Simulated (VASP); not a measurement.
# Ge5Pd (F-43m) in VASP: notebook, part 2 of 2

VASP 6.6.1.

## 3. Single point, PBE

This run uses another cell than the first one, of 32.63 Å³/atom.

File INCAR:

```
PREC = Accurate
ENCUT = 520
EDIFF = 1E-6
ISMEAR = 0
SIGMA = 0.1
LREAL = False
LASPH = True
NELM = 80
ALGO = Normal
ISIF = 2
LWAVE = False
LCHARG = False
GGA = PE
NBANDS = 49
```

File KPOINTS:

```
Automatic mesh
0
Gamma
  4 4 4
```

File POSCAR:

```
Ge5Pd
1.0
    0.0000000000      4.6086457885      4.6086457885
    4.6086457885      0.0000000000      4.6086457885
    4.6086457885      4.6086457885      0.0000000000
Ge Pd
5 1
Direct
    0.5000000000      0.5000000000      0.5000000000
    0.6509053465      0.6509053465      0.6509053465
    0.6509053465      0.6509053465      0.0472839606
    0.6509053465      0.0472839606      0.6509053465
    0.0472839606      0.6509053465      0.6509053465
    0.0000000000      0.0000000000      0.0000000000
```

Potentials or basis: VASP PAW PBE potentials, release 64 (Ge_d, Pd).

Started as:

```bash
> cat potpaw_PBE.64/Ge_d/POTCAR potpaw_PBE.64/Pd/POTCAR > POTCAR
> mpirun -np 1 vasp_std > vasp.out
```

OUTCAR:

```text
PREC = Accurate
   ENCUT = 520
   EDIFF = 1E-6
   ISMEAR = 0
   LREAL = False
   LASPH = True
   NELM = 80
   ISIF = 2
   GGA = PE

 ion  position               nearest neighbor table
   1  0.500  0.500  0.500-   4 2.41   5 2.41   3 2.41   2 2.41
   2  0.651  0.651  0.651-   1 2.41   3 2.58   4 2.58   5 2.58
   3  0.651  0.651  0.047-   1 2.41   2 2.58   4 2.58   5 2.58
   4  0.651  0.047  0.651-   1 2.41   2 2.58   3 2.58   5 2.58
   5  0.047  0.651  0.651-   1 2.41   2 2.58   3 2.58   4 2.58
   6  0.000  0.000  0.000-

  LATTYP: Found a face centered cubic cell.
 ALAT       =     9.2172915770

  Lattice vectors:

 A1 = (   0.0000000000,   4.6086457885,   4.6086457885)
 A2 = (   4.6086457885,   0.0000000000,   4.6086457885)
 A3 = (   4.6086457885,   4.6086457885,   0.0000000000)

Analysis of symmetry for initial positions (statically):
=====================================================================
 Subroutine PRICEL returns:
 Original cell was already a primitive cell.

 Routine SETGRP: Setting up the symmetry group for a
 face centered cubic supercell.

 Subroutine GETGRP returns: Found 24 space group operations
 (whereof 24 operations were pure point group operations)
 out of a pool of 48 trial point group operations.

The static configuration has the point symmetry T_d .

Analysis of symmetry for dynamics (positions and initial velocities):
=====================================================================
 Subroutine PRICEL returns:
 Original cell was already a primitive cell.

 Routine SETGRP: Setting up the symmetry group for a
 face centered cubic supercell.

 Subroutine GETGRP returns: Found 24 space group operations
 (whereof 24 operations were pure point group operations)
 out of a pool of 48 trial point group operations.

[... 108 lines left out ...]
   IALGO  =     38    algorithm
   IMIX   =      4    mixing-type and parameters
     AMIX     =   0.40;   BMIX     =  1.00
     AMIX_MAG =   1.60;   BMIX_MAG =  1.00
  volume/ion in A,a.u.               =      32.63       220.19
  Fermi-wavevector in a.u.,A,eV,Ry     =   1.214847  2.295727 20.080194  1.475853
  Thomas-Fermi vector in A             =   2.350253
   LORBIT       =      0    0 simple, 1 ext, 2 COOP (PROOUT), +10 PAW based schemes
   GGA     = PE    functional components
   LHFCALC =     F    Hartree Fock is set to
   AEXX    =    0.0000 exact exchange contribution
   IVDW    =     0    specifies the selected vdW correction
   LEPSILON=     F    determine dielectric tensor
   LRPA    =     F    only Hartree local field effects (RPA)
 non-spin polarized calculation
 Gauss-broadening in eV      SIGMA  =   0.10
  energy-cutoff  :      520.00
  volume of cell :      195.77
 maximum number of plane-waves:      5297
   NGX = 25   NGY = 25   NGZ = 25

 number of electron      80.0000021 magnetization

 Free energy of the ion-electron system (eV)
  ---------------------------------------------------
  ext. energy  EPLUGINS =         0.00000000
  ---------------------------------------------------
  free energy    TOTEN  =       -21.80698191 eV

  energy without entropy =      -21.76208345  energy(sigma->0) =      -21.78453268

 E-fermi :   1.8027     XC(G=0):  -8.1343

 val. band max:        1.7811680008   @ k =  -0.2500   0.5000   0.2500
 cond. band min:       1.8035771763   @ k =   0.5000   0.2500   0.0000
 fundamental gap:      0.0224091756
 Fermi energy:         1.8027110047

 k-point     1 :       0.0000    0.0000    0.0000
  band No.  band energies     occupation
      1     -23.1022      2.00000
      2     -23.1022      2.00000
      3     -23.1022      2.00000
      4     -23.0417      2.00000
      5     -23.0417      2.00000
      6     -22.9571      2.00000
[... 405 lines left out ...]
     48       5.7898      0.00000
     49       7.0762      0.00000

------------------------ aborting loop because EDIFF is reached ----------------------------------------

  FORCE on cell =-STRESS in cart. coord.  units (eV):
  Direction    XX          YY          ZZ          XY          YZ          ZX
  --------------------------------------------------------------------------------------
  -------------------------------------------------------------------------------------
  Total       -0.0605775     -0.0605775     -0.0605775      0.0000000      0.0000000      0.0000000
  in kB       -0.4957608     -0.4957608     -0.4957608      0.0000000      0.0000000      0.0000000
  external PRESSURE =      -0.4957608 kB  Pullay stress =       0.0000000 kB

 VOLUME and BASIS-vectors are now :
 -----------------------------------------------------------------------------
  energy-cutoff  :      520.00
  volume of cell :      195.77
      direct lattice vectors                 reciprocal lattice vectors
     0.000000000  4.608645788  4.608645788    -0.108491740  0.108491740  0.108491740
     4.608645788  0.000000000  4.608645788     0.108491740 -0.108491740  0.108491740
     4.608645788  4.608645788  0.000000000     0.108491740  0.108491740 -0.108491740

 POSITION                                       TOTAL-FORCE (eV/Angst)
 -----------------------------------------------------------------------------------
      4.60865      4.60865      4.60865        -0.000000     -0.000000     -0.000000
      5.99958      5.99958      5.99958        -0.003340     -0.003340     -0.003340
      3.21771      3.21771      5.99958         0.003340      0.003340     -0.003340
      3.21771      5.99958      3.21771         0.003340     -0.003340      0.003340
      5.99958      3.21771      3.21771        -0.003340      0.003340      0.003340
      0.00000      0.00000      0.00000        -0.000000     -0.000000     -0.000000
 -----------------------------------------------------------------------------------
    total drift:                               -0.000001     -0.000001     -0.000001

  FREE ENERGIE OF THE ION-ELECTRON SYSTEM (eV)
  ---------------------------------------------------
  free  energy   TOTEN  =       -21.8069819125 eV

  energy  without entropy=      -21.7620834494  energy(sigma->0) =      -21.78453268
```

OSZICAR:

```text
N       E                     dE             d eps       ncg     rms          rms(c)
DAV:   1     0.903772865655E+03    0.90377E+03   -0.38178E+04   992   0.374E+03
DAV:   2     0.142871120209E+03   -0.76090E+03   -0.72962E+03   784   0.104E+03
DAV:   3    -0.998577462234E+01   -0.15286E+03   -0.14755E+03   867   0.236E+02
DAV:   4    -0.217570018338E+02   -0.11771E+02   -0.11606E+02   901   0.753E+01
DAV:   5    -0.221688154117E+02   -0.41181E+00   -0.41115E+00   943   0.150E+01    0.476E+00
DAV:   6    -0.222120517793E+02   -0.43236E-01   -0.23542E+00  1038   0.708E+00    0.591E+00
DAV:   7    -0.218880076524E+02    0.32404E+00   -0.26006E+00   973   0.483E+00    0.238E+00
DAV:   8    -0.218054654123E+02    0.82542E-01   -0.21714E-01   927   0.399E+00    0.563E-01
DAV:   9    -0.218062099838E+02   -0.74457E-03   -0.45017E-02   859   0.163E+00    0.271E-01
DAV:  10    -0.218061599040E+02    0.50080E-04   -0.56360E-03   926   0.578E-01    0.961E-02
DAV:  11    -0.218066379421E+02   -0.47804E-03   -0.81870E-04   892   0.450E-01    0.273E-02
DAV:  12    -0.218068657837E+02   -0.22784E-03   -0.29705E-04   996   0.281E-01    0.186E-02
DAV:  13    -0.218069623967E+02   -0.96613E-04   -0.13399E-04   955   0.658E-02    0.980E-03
DAV:  14    -0.218069789758E+02   -0.16579E-04   -0.33967E-05   884   0.111E-01    0.538E-03
DAV:  15    -0.218069813450E+02   -0.23692E-05   -0.51519E-06   685   0.439E-02    0.133E-03
DAV:  16    -0.218069819125E+02   -0.56746E-06   -0.13749E-06   626   0.822E-03
   1 F= -.21806982E+02 E0= -.21784533E+02  d E =-.448985E-01
```

stdout:

```text
POSCAR found type information on POSCAR GePd
 POSCAR found :  2 types and       6 ions
 scaLAPACK will be used
 LDA part: xc-table for (Slater+PW92), standard interpolation
 POSCAR, INCAR and KPOINTS ok, starting setup
 FFT: planning ... GRIDC
 FFT: planning ... GRID_SOFT
 FFT: planning ... GRID
 WAVECAR not read
 entering main loop
```

It took 41 s on 1 thread of Intel Xeon 6975P-C (Granite Rapids), shared host; peak memory 0.34 GiB.

Results:

```yaml
Free_energy: -21.8070 eV
Pressure: 0.0 GPa
Largest_force: 0.006 eV/Å
Band_gap_on_the_k_mesh: zero (bands 40 and 41 overlap by 0.15 eV)
```

Forces in eV/Å, atoms in the order of the input:
```
Ge   0.000  0.000  0.000
Ge  -0.003 -0.003 -0.003
Ge   0.003  0.003 -0.003
Ge   0.003 -0.003  0.003
Ge  -0.003  0.003  0.003
Pd   0.000  0.000  0.000
```

Levels at points of the mesh, in eV from the Fermi level:
```csv
k point,band 38,band 39,band 40,band 41,band 42,band 43
"(0.00, 0.00, 0.00)",-0.63,-0.26,0.09,0.09,3.03,3.03
"(0.50, 0.00, 0.00)",-0.72,-0.66,0.12,0.12,1.10,1.10
"(0.50, 0.50, 0.00)",-0.66,-0.47,-0.29,0.22,0.49,0.49
```
